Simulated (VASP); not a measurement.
# MoS2 in VASP: single point with PBEsol

Aim: the single point of MoS2 with PBEsol.

Everything below comes from runs of VASP 6.6.1. Logs are shortened: lines on timing, memory, paths and dates and some standing lists are left out, and cuts for length are marked.

## Step 1: The cell of the first run

The cell holds a slab with vacuum, 15 atoms: a = 3.120 Å, b = 6.347 Å, c = 27.006 Å, α = 90.00°, β = 90.00°, γ = 104.23°.

## Step 2: Single point, PBEsol

INCAR

```
PREC = Accurate ; ENCUT = 520
EDIFF = 1E-7 ; ISMEAR = 0
SIGMA = 0.1 ; LREAL = Auto
LASPH = True ; NELM = 80
ALGO = Fast ; ISIF = 2
LWAVE = False ; LCHARG = False
LDIPOL = True ; IDIPOL = 3
DIPOL = 0.5 0.5 0.500 ; GGA = PS
NBANDS = 78 ; ISYM = 0
```

KPOINTS

```
Automatic mesh
0
Gamma
  11 6 1
```

POSCAR

```
MoS2
1.0
    3.1204069007      0.0000000000      0.0000000000
   -1.5602034504      6.1523257965      0.0000000000
    0.0000000000      0.0000000000     27.0062408585
S Mo
10 5
Direct
    0.8927216589      0.7854433177      0.2777135863
    0.1715891271      0.3431782541      0.3263439079
    0.4248770518      0.8497541037      0.3766992127
    0.7037445200      0.4074890401      0.4253295344
    0.9570324448      0.9140648896      0.4756848392
    0.2358999130      0.4717998260      0.5243151608
    0.4891878378      0.9783756755      0.5746704656
    0.7680553060      0.5361106119      0.6233007873
    0.0213432307      0.0426864615      0.6736560921
    0.3002106989      0.6004213979      0.7222864137
    0.5321553930      0.0643107859      0.3020287471
    0.0643107859      0.1286215719      0.4010143735
    0.5964661789      0.1929323578      0.5000000000
    0.1286215719      0.2572431437      0.5989856265
    0.6607769648      0.3215539297      0.6979712529
```

Potentials or basis: VASP PAW PBE potentials, release 64 (S, Mo_sv).

On the command line:

```sh
> cat potpaw_PBE.64/S/POTCAR potpaw_PBE.64/Mo_sv/POTCAR > POTCAR
> mpirun -np 1 vasp_std > vasp.out
```

OUTCAR:

```text
PREC = Accurate
   ENCUT = 520
   EDIFF = 1E-7
   ISMEAR = 0
   LREAL = Auto
   LASPH = True
   NELM = 80
   ISIF = 2
   GGA = PS
   ISYM = 0

 ion  position               nearest neighbor table
   1  0.893  0.785  0.278-  11 2.41  11 2.41
   2  0.172  0.343  0.326-  12 2.41  11 2.41  11 2.41
   3  0.425  0.850  0.377-  11 2.41  12 2.41  12 2.41
   4  0.704  0.407  0.425-  13 2.41  12 2.41  12 2.41
   5  0.957  0.914  0.476-  13 2.41  13 2.41  12 2.41
   6  0.236  0.472  0.524-  13 2.41  13 2.41  14 2.41
   7  0.489  0.978  0.575-  13 2.41  14 2.41  14 2.41
   8  0.768  0.536  0.623-  15 2.41  14 2.41  14 2.41
   9  0.021  0.043  0.674-  14 2.41  15 2.41  15 2.41
  10  0.300  0.600  0.722-  15 2.41  15 2.41
  11  0.532  0.064  0.302-   3 2.41   2 2.41   1 2.41   2 2.41   1 2.41  12 3.12  12 3.12
  12  0.064  0.129  0.401-   2 2.41   3 2.41   3 2.41   4 2.41   4 2.41   5 2.41  11 3.12  11 3.12
                            13 3.12  13 3.12
  13  0.596  0.193  0.500-   5 2.41   6 2.41   5 2.41   6 2.41   7 2.41   4 2.41  12 3.12  14 3.12
                            14 3.12  12 3.12
  14  0.129  0.257  0.599-   9 2.41   8 2.41   8 2.41   7 2.41   7 2.41   6 2.41  15 3.12  15 3.12
                            13 3.12  13 3.12
  15  0.661  0.322  0.698-   8 2.41   9 2.41  10 2.41   9 2.41  10 2.41  14 3.12  14 3.12

IMPORTANT INFORMATION: All symmetrisations will be switched off!
NOSYMM: (Re-)initialisation of all symmetry stuff for point group C_1.

----------------------------------------------------------------------------------------

                                     Primitive cell

  volume of cell :     518.4593

  direct lattice vectors                    reciprocal lattice vectors
     3.120406901  0.000000000  0.000000000     0.320471026  0.081270078  0.000000000
    -1.560203450  6.152325797  0.000000000     0.000000000  0.162540157  0.000000000
     0.000000000  0.000000000 27.006240859     0.000000000  0.000000000  0.037028478

  length of vectors
     3.120406901  6.347073933 27.006240859     0.330615341  0.162540157  0.037028478

  position of ions in fractional coordinates (direct lattice)
     0.892721659  0.785443318  0.277713586
     0.171589127  0.343178254  0.326343908
     0.424877052  0.849754104  0.376699213
     0.703744520  0.407489040  0.425329534
     0.957032445  0.914064890  0.475684839
     0.235899913  0.471799826  0.524315161
     0.489187838  0.978375675  0.574670466
     0.768055306  0.536110612  0.623300787
     0.021343231  0.042686461  0.673656092
     0.300210699  0.600421398  0.722286414
     0.532155393  0.064310786  0.302028747
     0.064310786  0.128621572  0.401014373
     0.596466179  0.192932358  0.500000000
     0.128621572  0.257243144  0.598985627
     0.660776965  0.321553930  0.697971253

  ion indices of the primitive-cell ions
   primitive index   ion index
                 1           1
                 2           2
                 3           3
                 4           4
                 5           5
                 6           6
                 7           7
                 8           8
                 9           9
                10          10
                11          11
                12          12
                13          13
                14          14
                15          15

----------------------------------------------------------------------------------------

 KPOINTS: Automatic mesh

Automatic generation of k-mesh.
 Grid dimensions read from file:
 generate k-points for:   11    6    1

 Generating k-lattice:

  Cartesian coordinates                     Fractional coordinates (reciprocal lattice)
     0.029133730  0.007388189  0.000000000     0.090909091  0.000000000  0.000000000
     0.000000000  0.027090026  0.000000000     0.000000000  0.166666667  0.000000000
     0.000000000  0.000000000  0.037028478     0.000000000  0.000000000  1.000000000

  Length of vectors
     0.030055940  0.027090026  0.037028478

  Shift w.r.t. Gamma in fractional coordinates (k-lattice)
     0.000000000  0.000000000  0.000000000

 -----------------------------------------------------------------------------
|                                                                             |
|           W    W    AA    RRRRR   N    N  II  N    N   GGGG   !!!           |
|           W    W   A  A   R    R  NN   N  II  NN   N  G    G  !!!           |
|           W    W  A    A  R    R  N N  N  II  N N  N  G       !!!           |
|           W WW W  AAAAAA  RRRRR   N  N N  II  N  N N  G  GGG   !            |
|           WW  WW  A    A  R   R   N   NN  II  N   NN  G    G                |
|           W    W  A    A  R    R  N    N  II  N    N   GGGG   !!!           |
|                                                                             |
|     Your reciprocal lattice and k-lattice belong to different lattice       |
|     classes:                                                                |
|                                                                             |
|        The reciprocal lattice is base centered orthorhombic,                |
|        whereas your k-lattice is simple monoclinic.                         |
|                                                                             |
|     Results are often still useful ...                                      |
|                                                                             |
 -----------------------------------------------------------------------------

 WARNING: IBZKPT: internal override: KBLOWUP is changed to .FALSE.
      ... skipping the blow-up phase ...

 Subroutine IBZKPT returns following result:
 ===========================================

 Found     34 irreducible k-points:

 Following reciprocal coordinates:
            Coordinates               Weight
  0.000000  0.000000  0.000000      1.000000
  0.090909  0.000000  0.000000      2.000000
  0.181818  0.000000  0.000000      2.000000
  0.272727 -0.000000  0.000000      2.000000
  0.363636 -0.000000  0.000000      2.000000
  0.454545  0.000000  0.000000      2.000000
[... 16 lines left out ...]
  0.454545  0.333333  0.000000      2.000000
 -0.454545  0.333333  0.000000      2.000000
 [... further k-points ...]
   k-points           NKPTS =     34   k-points in BZ     NKDIM =     34   number of bands    NBANDS=     78
   number of dos      NEDOS =    301   number of ions     NIONS =     15
   total plane-waves  NPLWV = 241920
   dimension x,y,z NGX =    24 NGY =   48 NGZ =  210
   dimension x,y,z NGXF=    48 NGYF=   96 NGZF=  420
   ions per type =              10   5
   NGX,Y,Z   is equivalent  to a cutoff of  12.79, 12.57, 12.93 a.u.
   NGXF,Y,Z  is equivalent  to a cutoff of  25.57, 25.14, 25.85 a.u.
 SYSTEM =  unknown system
   PREC   = accura    normal or accurate (medium, high low for compatibility)
   ISTART =      0    job   : 0-new  1-cont  2-samecut
   ICHARG =      2    charge: 1-file 2-atom 10-const
   ISPIN  =      1    spin polarized calculation?
   LNONCOLLINEAR =      F non collinear calculations
   LSORBIT =      F    spin-orbit coupling
   LASPH  =      T    aspherical Exc in radial PAW
   ENCUT  =  520.0 eV  38.22 Ry    6.18 a.u.   5.80 11.80 50.21*2*pi/ulx,y,z
   NELM   =     80;   NELMIN=  2; NELMDL= -5     # of ELM steps
   EDIFF  = 0.1E-06   stopping-criterion for ELM
   LREAL  =      T    real-space projection
   EDIFFG = 0.1E-05   stopping-criterion for IOM
   NSW    =      0    number of steps for IOM
   IBRION =     -1    ionic relax: 0-MD 1-quasi-New 2-CG
   NFREE  =      0    steps in history (QN), initial steepest desc. (CG)
   ISIF   =      2    stress and relaxation
   ISYM   =      0    0-nonsym 1-usesym 2-fastsym
   POTIM  = 0.5000    time-step for ionic-motion
   TEBEG  =    0.0;   TEEND  =   0.0 temperature during run
   PSTRESS=    0.0 pullay stress
   NELECT =     130.0000    total number of electrons
   NUPDOWN=      -1.0000    fix difference up-down
   EMIN   =  10.00;   EMAX   =-10.00  energy-range for DOS
   EFERMI =   0.00;   METHOD = LEGACY
   ISMEAR =     0;   SIGMA  =   0.10  broadening in eV -4-tet -1-fermi 0-gaus
   EFERMI_NEDOS =   21; number of points for ismear=-14 and -15
   IALGO  =     68    algorithm
   IMIX   =      4    mixing-type and parameters
     AMIX     =   0.40;   BMIX     =  1.00
     AMIX_MAG =   1.60;   BMIX_MAG =  1.00
  volume/ion in A,a.u.               =      34.56       233.25
  Fermi-wavevector in a.u.,A,eV,Ry     =   1.032328  1.950817 14.499744  1.065701
  Thomas-Fermi vector in A             =   2.166520
   LORBIT       =      0    0 simple, 1 ext, 2 COOP (PROOUT), +10 PAW based schemes
   GGA     = PS    functional components
   LHFCALC =     F    Hartree Fock is set to
   AEXX    =    0.0000 exact exchange contribution
   IVDW    =     0    specifies the selected vdW correction
   LEPSILON=     F    determine dielectric tensor
   LRPA    =     F    only Hartree local field effects (RPA)
 non-spin polarized calculation
 RMM-DIIS sequential band-by-band and
 Gauss-broadening in eV      SIGMA  =   0.10
  energy-cutoff  :      520.00
  volume of cell :      518.46
 maximum number of plane-waves:     14007
   NGX = 11   NGY = 23   NGZ =101

 dipolmoment           0.000000      0.000000      0.000016 electrons x Angstroem

 number of electron     129.9999998 magnetization

 dipolmoment           0.000000      0.000000     -0.000003 electrons x Angstroem

 Free energy of the ion-electron system (eV)
  ---------------------------------------------------
  ext. energy  EPLUGINS =         0.00000000
  ---------------------------------------------------
  free energy    TOTEN  =      -110.32389763 eV

  energy without entropy =     -110.27020218  energy(sigma->0) =     -110.29704991

 E-fermi :   1.5547     XC(G=0):  -6.1662

 val. band max:        1.5524473054   @ k =   0.3636   0.3333   0.0000
 cond. band min:       1.5689152251   @ k =   0.3636   0.1667   0.0000
 fundamental gap:      0.0164679197
 Fermi energy:         1.5547021329

 k-point     1 :       0.0000    0.0000    0.0000
  band No.  band energies     occupation
      1     -60.0599      2.00000
      2     -60.0598      2.00000
      3     -59.9942      2.00000
      4     -59.8844      2.00000
      5     -59.8816      2.00000
      6     -34.3587      2.00000
[... 69 lines left out ...]
     76       3.1780      0.00000
     77       3.5952      0.00000

 k-point     2 :       0.0909    0.0000    0.0000
  band No.  band energies     occupation
      1     -60.0579      2.00000
      2     -60.0579      2.00000
      3     -59.9921      2.00000
      4     -59.8825      2.00000
      5     -59.8800      2.00000
      6     -34.3496      2.00000
[... 69 lines left out ...]
     76       3.3293      0.00000
     77       3.5758      0.00000
[... 1678 lines left out ...]
     76       3.6666      0.00000
     77       3.6936      0.00000

 k-point    24 :      -0.4545    0.3333    0.0000
  band No.  band energies     occupation
      1     -60.0355      2.00000
      2     -60.0355      2.00000
      3     -59.9675      2.00000
      4     -59.8611      2.00000
      5     -59.8610      2.00000
      6     -34.4122      2.00000
[... 69 lines left out ...]
     76       3.5395      0.00000
     77       3.5696      0.00000

 [... further k-points ...]

 [bands above 77 left out]

------------------------ aborting loop because EDIFF is reached ----------------------------------------

 vacuum level on the upper side and lower side of the slab       (xc-potential included)        -0.059        -0.062

  FORCE on cell =-STRESS in cart. coord.  units (eV):
  Direction    XX          YY          ZZ          XY          YZ          ZX
  --------------------------------------------------------------------------------------
  -------------------------------------------------------------------------------------
  Total       -3.2453147     -6.9623742     -5.9181077      0.0042812      1.5167482     -0.0017428
  in kB      -10.0288863    -21.5155895    -18.2885281      0.0132299      4.6871557     -0.0053859
  external PRESSURE =     -16.6110013 kB  Pullay stress =       0.0000000 kB

 VOLUME and BASIS-vectors are now :
 -----------------------------------------------------------------------------
  energy-cutoff  :      520.00
  volume of cell :      518.46
      direct lattice vectors                 reciprocal lattice vectors
     3.120406901  0.000000000  0.000000000     0.320471026  0.081270078  0.000000000
    -1.560203450  6.152325797  0.000000000     0.000000000  0.162540157  0.000000000
     0.000000000  0.000000000 27.006240859     0.000000000  0.000000000  0.037028478

 POSITION                                       TOTAL-FORCE (eV/Angst)
 -----------------------------------------------------------------------------------
      1.56020      4.83230      7.50000        -0.000328      1.575582     -0.513112
      0.00000      2.11134      8.81332        -0.000735      0.244279     -1.013245
     -0.00000      5.22796     10.17323         0.000039      0.673122     -1.139885
      1.56020      2.50701     11.48655         0.000323     -0.049120     -0.064021
      1.56020      5.62362     12.84646        -0.000764      0.165346     -0.138368
     -0.00000      2.90267     14.15978        -0.000902     -0.165989      0.135729
      0.00000      6.01929     15.51969        -0.000450      0.048720      0.062744
      1.56020      3.29833     16.83301         0.001249     -0.673867      1.140711
     -0.00000      0.26262     18.19292        -0.000199     -0.244909      1.015023
     -0.00000      3.69399     19.50624         0.000385     -1.575492      0.513243
      1.56020      0.39566      8.15666         0.000407     -2.526313      2.851473
     -0.00000      0.79132     10.82989        -0.000047     -0.040939     -0.182655
      1.56020      1.18698     13.50312         0.000707      0.001391      0.000284
      0.00000      1.58264     16.17635        -0.000160      0.040740      0.183656
      1.56020      1.97830     18.84958         0.000476      2.527450     -2.851578
 -----------------------------------------------------------------------------------
    total drift:                               -0.002714     -0.001987     -0.004615

  FREE ENERGIE OF THE ION-ELECTRON SYSTEM (eV)
  ---------------------------------------------------
  free  energy   TOTEN  =      -110.3238976273 eV

  energy  without entropy=     -110.2702021843  energy(sigma->0) =     -110.29704991

 vacuum level on the upper side and lower side of the slab         6.404         6.399
```

Run time: 90 min. Hardware: 1 thread of Oxide Virtual Turin-like, shared host; peak memory 1 GiB.

What came out:

* Free energy: -110.3239 eV
* Largest force: 3.810 eV/Å
* Band gap on the k mesh: zero (bands 65 and 66 overlap by 0.41 eV)

Forces on the atoms (eV/Å):
```
S    0.000  1.576 -0.513
S   -0.001  0.244 -1.013
S    0.000  0.673 -1.140
S    0.000 -0.049 -0.064
S   -0.001  0.165 -0.138
S   -0.001 -0.166  0.136
S    0.000  0.049  0.063
S    0.001 -0.674  1.141
S    0.000 -0.245  1.015
S    0.000 -1.575  0.513
Mo   0.000 -2.526  2.851
Mo   0.000 -0.041 -0.183
Mo   0.001  0.001  0.000
Mo   0.000  0.041  0.184
Mo   0.000  2.527 -2.852
```

Caveat: the PAW data sets were made with another functional, which shifts forces and pressure a little.
